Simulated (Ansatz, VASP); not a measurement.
## One calculation of TiAl, two programs

```
Ti Al
1.0
     3.36430    0.84107    0.84107
     0.84107    3.36430    0.84107
     0.84107    0.84107    3.36430
Ti Al
1 1
Cartesian
  0.0000 0.0000 0.0000
  2.5232 2.5232 2.5232
```

Alike in both runs: task single point; functional PBE; k mesh 16 × 16 × 16; occupations gaussian, width 0.15 eV; no spin polarisation.

```csv
,VASP,Ansatz
version,VASP 6.6.1,Ansatz 0.2.0
potentials or method,"VASP PAW PBE potentials, release 64 (Ti_sv, Al), cutoff 520 eV","scalar-relativistic, plane waves, PAW"
valence electrons in the cell,15,15
```

VASP gave:

- gap on the k mesh at the Fermi level (eV): none
- pressure (GPa): 15.1

**Question.** Which values does Ansatz return?

**Answer.** gap on the k mesh at the Fermi level (eV): none; pressure (GPa): 15.2.

A gap of «none» marks a metal or a gap that the smearing closes.
